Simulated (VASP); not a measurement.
# Ga7N8 (a cell with a defect) in VASP: single point with PBE

Aim: the single point of Ga7N8 (a cell with a defect) with PBE.

Everything below comes from runs of VASP 6.6.1. Logs are shortened: lines on timing, memory, paths and dates and some standing lists are left out, and cuts for length are marked.

## (1) The cell of the first run

The cell holds a defect, 15 atoms: a = 6.433 Å, b = 6.433 Å, c = 6.433 Å, α = 60.00°, β = 60.00°, γ = 60.00°.

## (2) Single point, PBE

Input file INCAR:

```
ALGO = Normal ; EDIFF = 1E-6
ENCUT = 520 ; GGA = PE
ISIF = 2 ; ISMEAR = 0
LASPH = T ; LCHARG = F
LREAL = Auto ; LWAVE = F
NBANDS = 78 ; NELECT = 134.0
NELM = 80 ; PREC = Accurate
SIGMA = 0.05
```

Input file KPOINTS:

```
k-points
0
Gamma
  4 4 4
```

Input file POSCAR:

```
Ga7N8
1.0
    0.0000000000      4.5484769843     -4.5484769843
    4.5484769843      4.5484769843      0.0000000000
    4.5484769843      0.0000000000     -4.5484769843
Ga N
7 8
Direct
   -0.0308657596      0.2808657596      0.4691342404
    0.5406302312     -0.0304450545      0.5202598778
    0.4440672267      0.5282215190      0.4994897352
    0.0202598778     -0.0304450545      1.0406302312
   -0.0005102648      0.5282215190      0.9440672267
    0.4957464717      0.0183446346      0.9957464717
    0.4957464717      0.4901624220      0.9957464717
    0.1200896887      0.1535169513      0.1361728436
    0.1200896887      0.5902205165      0.1361728436
    0.6398531263      0.1101468737      0.1398531263
    0.6100278412      0.6399721588      0.1100278412
    0.1756981674      0.0743018326      0.6756981674
    0.0968215459      0.6531784541      0.5968215459
    0.6361728436      0.1535169513      0.6200896887
    0.6361728436      0.5902205165      0.6200896887
```

Potentials or basis: VASP PAW PBE potentials, release 64 (Ga_d, N).

Launch:

```bash
$ cat potpaw_PBE.64/Ga_d/POTCAR potpaw_PBE.64/N/POTCAR > POTCAR
$ mpirun -np 1 vasp_std > vasp.out
```

OUTCAR:

```text
EDIFF = 1E-6
   ENCUT = 520
   GGA = PE
   ISIF = 2
   ISMEAR = 0
   LASPH = T
   LREAL = Auto
   NELECT = 134.0
   NELM = 80
   PREC = Accurate

 ion  position               nearest neighbor table
   1  0.969  0.281  0.469-  12 1.88   8 2.25  14 2.25   9 2.25  15 2.25   5 2.87   3 2.87
   2  0.541  0.970  0.520-  12 1.93  10 2.00  15 2.02  14 2.02
   3  0.444  0.528  0.499-  13 1.83  14 2.01  15 2.01  11 2.06   5 2.86   1 2.87
   4  0.020  0.970  0.041-  12 1.93  10 2.00   9 2.02   8 2.02
   5  0.999  0.528  0.944-  13 1.83   8 2.01   9 2.01  11 2.06   3 2.86   1 2.87
   6  0.496  0.018  0.996-   8 1.98  14 1.98  11 1.99  10 2.01
   7  0.496  0.490  0.996-   9 1.98  15 1.98  11 1.99  10 2.01
   8  0.120  0.154  0.136-   6 1.98   5 2.01   4 2.02   1 2.25
   9  0.120  0.590  0.136-   7 1.98   5 2.01   4 2.02   1 2.25
  10  0.640  0.110  0.140-   2 2.00   4 2.00   6 2.01   7 2.01
  11  0.610  0.640  0.110-   6 1.99   7 1.99   3 2.06   5 2.06
  12  0.176  0.074  0.676-   1 1.88   2 1.93   4 1.93
  13  0.097  0.653  0.597-   3 1.83   5 1.83
  14  0.636  0.154  0.620-   6 1.98   3 2.01   2 2.02   1 2.25
  15  0.636  0.590  0.620-   7 1.98   3 2.01   2 2.02   1 2.25

  LATTYP: Found a face centered cubic cell.
 ALAT       =     9.0969539686

  Lattice vectors:

 A1 = (   0.0000000000,   4.5484769843,  -4.5484769843)
 A2 = (   4.5484769843,   4.5484769843,   0.0000000000)
 A3 = (   4.5484769843,   0.0000000000,  -4.5484769843)

Analysis of symmetry for initial positions (statically):
=====================================================================
 Subroutine PRICEL returns:
 Original cell was already a primitive cell.

 Routine SETGRP: Setting up the symmetry group for a
 face centered cubic supercell.

 Subroutine GETGRP returns: Found  4 space group operations
 (whereof  2 operations were pure point group operations)
 out of a pool of 48 trial point group operations.

The static configuration has the point symmetry C_1h.
 The point group associated with its full space group is C_2v.

Analysis of symmetry for dynamics (positions and initial velocities):
=====================================================================
 Subroutine PRICEL returns:
 Original cell was already a primitive cell.

 Routine SETGRP: Setting up the symmetry group for a
 face centered cubic supercell.

 Subroutine GETGRP returns: Found  4 space group operations
 (whereof  2 operations were pure point group operations)
 out of a pool of 48 trial point group operations.

The dynamic configuration has the point symmetry C_1h.
 The point group associated with its full space group is C_2v.

 Subroutine INISYM returns: Found  4 space group operations
 (whereof  2 operations are pure point group operations),
 and found     1 'primitive' translations

----------------------------------------------------------------------------------------

                                     Primitive cell

  volume of cell :     188.2036

  direct lattice vectors                    reciprocal lattice vectors
     0.000000000  4.548476984 -4.548476984    -0.109926906  0.109926906 -0.109926906
     4.548476984  4.548476984  0.000000000     0.109926906  0.109926906  0.109926906
     4.548476984  0.000000000 -4.548476984     0.109926906 -0.109926906 -0.109926906

  length of vectors
     6.432517839  6.432517839  6.432517839     0.190398986  0.190398986  0.190398986

  position of ions in fractional coordinates (direct lattice)
     0.969134240  0.280865760  0.469134240
     0.540630231  0.969554946  0.520259878
     0.444067227  0.528221519  0.499489735
     0.020259878  0.969554946  0.040630231
     0.999489735  0.528221519  0.944067227
     0.495746472  0.018344635  0.995746472
     0.495746472  0.490162422  0.995746472
     0.120089689  0.153516951  0.136172844
     0.120089689  0.590220516  0.136172844
     0.639853126  0.110146874  0.139853126
     0.610027841  0.639972159  0.110027841
     0.175698167  0.074301833  0.675698167
     0.096821546  0.653178454  0.596821546
     0.636172844  0.153516951  0.620089689
     0.636172844  0.590220516  0.620089689

  ion indices of the primitive-cell ions
   primitive index   ion index
                 1           1
                 2           2
[... 25 lines left out ...]
    -0.027481726  0.027481726 -0.027481726     0.250000000  0.000000000  0.000000000
     0.027481726  0.027481726  0.027481726     0.000000000  0.250000000  0.000000000
     0.027481726 -0.027481726 -0.027481726     0.000000000  0.000000000  0.250000000

  Length of vectors
     0.047599746  0.047599746  0.047599746

  Shift w.r.t. Gamma in fractional coordinates (k-lattice)
     0.000000000  0.000000000  0.000000000

 Subroutine IBZKPT returns following result:
 ===========================================

 Found     18 irreducible k-points:

 Following reciprocal coordinates:
            Coordinates               Weight
  0.000000  0.000000  0.000000      1.000000
  0.250000  0.000000  0.000000      4.000000
  0.000000  0.250000  0.000000      4.000000
  0.500000  0.000000  0.000000      2.000000
  0.000000  0.500000  0.000000      2.000000
  0.250000  0.250000  0.000000      4.000000
[... 10 lines left out ...]
 -0.250000  0.500000  0.250000      2.000000
  0.250000 -0.250000  0.500000      4.000000
   k-points           NKPTS =     18   k-points in BZ     NKDIM =     18   number of bands    NBANDS=     78
   number of dos      NEDOS =    301   number of ions     NIONS =     15
   total plane-waves  NPLWV = 110592
   dimension x,y,z NGX =    48 NGY =   48 NGZ =   48
   dimension x,y,z NGXF=    96 NGYF=   96 NGZF=   96
   ions per type =               7   8
   NGX,Y,Z   is equivalent  to a cutoff of  12.41, 12.41, 12.41 a.u.
   NGXF,Y,Z  is equivalent  to a cutoff of  24.81, 24.81, 24.81 a.u.
 SYSTEM =  unknown system
   PREC   = accura    normal or accurate (medium, high low for compatibility)
   ISTART =      0    job   : 0-new  1-cont  2-samecut
   ICHARG =      2    charge: 1-file 2-atom 10-const
   ISPIN  =      1    spin polarized calculation?
   LNONCOLLINEAR =      F non collinear calculations
   LSORBIT =      F    spin-orbit coupling
   LASPH  =      T    aspherical Exc in radial PAW
   ENCUT  =  520.0 eV  38.22 Ry    6.18 a.u.  11.96 11.96 11.96*2*pi/ulx,y,z
   NELM   =     80;   NELMIN=  2; NELMDL= -5     # of ELM steps
   EDIFF  = 0.1E-05   stopping-criterion for ELM
   LREAL  =      T    real-space projection
   EDIFFG = 0.1E-04   stopping-criterion for IOM
   NSW    =      0    number of steps for IOM
   IBRION =     -1    ionic relax: 0-MD 1-quasi-New 2-CG
   NFREE  =      0    steps in history (QN), initial steepest desc. (CG)
   ISIF   =      2    stress and relaxation
   ISYM   =      2    0-nonsym 1-usesym 2-fastsym
   POTIM  = 0.5000    time-step for ionic-motion
   TEBEG  =    0.0;   TEEND  =   0.0 temperature during run
   PSTRESS=    0.0 pullay stress
   NELECT =     134.0000    total number of electrons
   NUPDOWN=      -1.0000    fix difference up-down
   EMIN   =  10.00;   EMAX   =-10.00  energy-range for DOS
   EFERMI =   0.00;   METHOD = LEGACY
   ISMEAR =     0;   SIGMA  =   0.05  broadening in eV -4-tet -1-fermi 0-gaus
   EFERMI_NEDOS =   21; number of points for ismear=-14 and -15
   IALGO  =     38    algorithm
   IMIX   =      4    mixing-type and parameters
     AMIX     =   0.40;   BMIX     =  1.00
     AMIX_MAG =   1.60;   BMIX_MAG =  1.00
  volume/ion in A,a.u.               =      12.55        84.67
  Fermi-wavevector in a.u.,A,eV,Ry     =   1.461842  2.762481 29.075405  2.136982
  Thomas-Fermi vector in A             =   2.578126
   LORBIT       =      0    0 simple, 1 ext, 2 COOP (PROOUT), +10 PAW based schemes
   GGA     = PE    functional components
   LHFCALC =     F    Hartree Fock is set to
   AEXX    =    0.0000 exact exchange contribution
   IVDW    =     0    specifies the selected vdW correction
   LEPSILON=     F    determine dielectric tensor
   LRPA    =     F    only Hartree local field effects (RPA)
 non-spin polarized calculation
 Gauss-broadening in eV      SIGMA  =   0.05
  energy-cutoff  :      520.00
  volume of cell :      188.20
 maximum number of plane-waves:      5104
   NGX = 23   NGY = 23   NGZ = 23

 number of electron     133.9999976 magnetization

 Free energy of the ion-electron system (eV)
  ---------------------------------------------------
  ext. energy  EPLUGINS =         0.00000000
  ---------------------------------------------------
  free energy    TOTEN  =       -71.33113772 eV

  energy without entropy =      -71.33070836  energy(sigma->0) =      -71.33092304

 E-fermi :   5.8593     XC(G=0): -11.3111

 val. band max:        5.7890676808   @ k =   0.2500   0.0000   0.0000
 cond. band min:       5.9059591562   @ k =   0.0000   0.0000   0.0000
 fundamental gap:      0.1168914754
 Fermi energy:         5.8593459920

 k-point     1 :       0.0000    0.0000    0.0000
  band No.  band energies     occupation
      1     -11.5528      2.00000
      2     -11.1337      2.00000
      3     -10.8783      2.00000
      4     -10.7771      2.00000
      5     -10.6946      2.00000
      6     -10.5899      2.00000
[... 1447 lines left out ...]
     77      10.8953      0.00000
     78      11.0838      0.00000

------------------------ aborting loop because EDIFF is reached ----------------------------------------

  FORCE on cell =-STRESS in cart. coord.  units (eV):
  Direction    XX          YY          ZZ          XY          YZ          ZX
  --------------------------------------------------------------------------------------
  -------------------------------------------------------------------------------------
  Total       20.9201472     20.9201472     24.8167546     -1.1711086      0.0000000      0.0000000
  in kB      178.0931925    178.0931925    211.2650067     -9.9696467      0.0000000      0.0000000
  external PRESSURE =     189.1504639 kB  Pullay stress =       0.0000000 kB

 VOLUME and BASIS-vectors are now :
 -----------------------------------------------------------------------------
  energy-cutoff  :      520.00
  volume of cell :      188.20
      direct lattice vectors                 reciprocal lattice vectors
     0.000000000  4.548476984 -4.548476984    -0.109926906  0.109926906 -0.109926906
     4.548476984  4.548476984  0.000000000     0.109926906  0.109926906  0.109926906
     4.548476984  0.000000000 -4.548476984     0.109926906 -0.109926906 -0.109926906

 POSITION                                       TOTAL-FORCE (eV/Angst)
 -----------------------------------------------------------------------------------
      3.41136      5.68560     -6.54193         0.000000      0.000000     -0.054420
      6.77639      6.86904     -4.82543         0.010061     -0.010061      0.009526
      4.67452      4.42243     -4.29175         0.012498     -0.012498      0.038743
      4.59480      4.50215     -0.27696        -0.010061      0.010061      0.009526
      6.69667      6.94876     -8.84022        -0.012498      0.012498      0.038743
      4.61257      2.33833     -6.78402         0.006867      0.006867      0.001917
      6.75862      4.48438     -6.78402        -0.006867     -0.006867      0.001917
      1.31765      1.24449     -1.16560         0.001104     -0.008655     -0.003764
      3.30398      3.23083     -1.16560         0.008655     -0.001104     -0.003764
      1.13712      3.41136     -3.54648         0.000000      0.000000      0.002840
      3.41136      5.68560     -3.27516         0.000000      0.000000     -0.020800
      3.41136      1.13712     -3.87256         0.000000     -0.000000      0.006717
      5.68560      3.41136     -3.15502         0.000000      0.000000     -0.019655
      3.51873      3.59189     -5.71408        -0.008655      0.001104     -0.003764
      5.50507      5.57822     -5.71408        -0.001104      0.008655     -0.003764
 -----------------------------------------------------------------------------------
    total drift:                                0.000002     -0.000000      0.000003

  FREE ENERGIE OF THE ION-ELECTRON SYSTEM (eV)
  ---------------------------------------------------
  free  energy   TOTEN  =       -71.3311377212 eV

  energy  without entropy=      -71.3307083562  energy(sigma->0) =      -71.33092304
```

Wall time 9.3 min (1 thread of Intel Xeon Platinum 8488C (Sapphire Rapids), shared host); peak memory 0.42 GiB.

Results:

```yaml
Free_energy: -71.3311 eV
Largest_force: 0.054 eV/Å
```

Forces on the atoms (eV/Å):
```
Ga   0.000  0.000 -0.054
Ga   0.010 -0.010  0.010
Ga   0.012 -0.012  0.039
Ga  -0.010  0.010  0.010
Ga  -0.012  0.012  0.039
Ga   0.007  0.007  0.002
Ga  -0.007 -0.007  0.002
N    0.001 -0.009 -0.004
N    0.009 -0.001 -0.004
N    0.000  0.000  0.003
N    0.000  0.000 -0.021
N    0.000  0.000  0.007
N    0.000  0.000 -0.020
N   -0.009  0.001 -0.004
N   -0.001  0.009 -0.004
```

Caveat: the cell carries a net charge on a neutralising background, which shifts energy and pressure; the cell is charged against a uniform background, so pressure and absolute levels hang on convention.
